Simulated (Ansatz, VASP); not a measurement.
One calculation of BiN, two programs

```xyz
2
Lattice="1.8566 -3.0970 0.0000 1.8566 3.0970 0.0000 0.0000 0.0000 4.1298" Properties=species:S:1:pos:R:3 pbc="T T T"
Bi    0.0000    0.0000    2.0649
N     0.0000    0.0000    0.0000
```

Alike in both runs: functional PBE; k mesh 5 × 5 × 3; occupations gaussian, width 0.15 eV; no spin polarisation.

Ansatz relaxed the structure, and its values are those at the end. VASP's run is a single point on that final structure, the one shown.

|  | VASP | Ansatz |
| --- | --- | --- |
| version | VASP 6.6.1 | Ansatz 0.2.0 |
| potentials or method | VASP PAW PBE potentials, release 64 (Bi_d, N), cutoff 600 eV | scalar-relativistic, plane waves, PAW |
| valence electrons in the cell | 20 | 20 |

```csv
,VASP,Ansatz,Ansatz less VASP
gap on the k mesh at the Fermi level (eV),0.61,0.61,+0.003
least direct gap on the mesh (eV),1.07,1.07,-0.003
pressure (GPa),0.1,0.1,0.00
```

The k mesh is coarse, so the values compare programs but aren't converged. Neither program's run includes spin-orbit coupling.
